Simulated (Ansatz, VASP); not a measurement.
Br: VASP beside Ansatz

```
Br
1.0
    -1.35057    1.35057    3.37555
     1.35057   -1.35057    3.37555
     1.35057    1.35057   -3.37555
Br
1
Direct
  0.00000 0.00000 0.00000
```

Change from the starting cell: equal engineering shear yz, xz and xy +0.0000, equal normal strain along x, y and z -0.0500.

Alike in both runs: task single point; functional PBE; dispersion D3(BJ); k mesh 22 × 22 × 22; occupations gaussian, width 0.15 eV; no spin polarisation.

|  | VASP | Ansatz |
| --- | --- | --- |
| version | VASP 6.6.1 | Ansatz 0.2.0 |
| potentials or method | VASP PAW PBE potentials, release 64 (Br), cutoff 520 eV | scalar-relativistic, plane waves, PAW |
| valence electrons in the cell | 7 | 7 |

Ansatz gave:

| Quantity | Value |
| --- | --- |
| gap on the k mesh at the Fermi level (eV) | none |
| pressure (GPa) | 8.3 |
| traceless stress, the component that is largest in VASP (GPa) | -7.02 |

Question: Which values does VASP return?

Answer: gap on the k mesh at the Fermi level (eV): none; pressure (GPa): 8.3; traceless stress, the component that is largest in VASP (GPa): -7.05.

A gap of «none» marks a metal or a gap that the smearing closes.
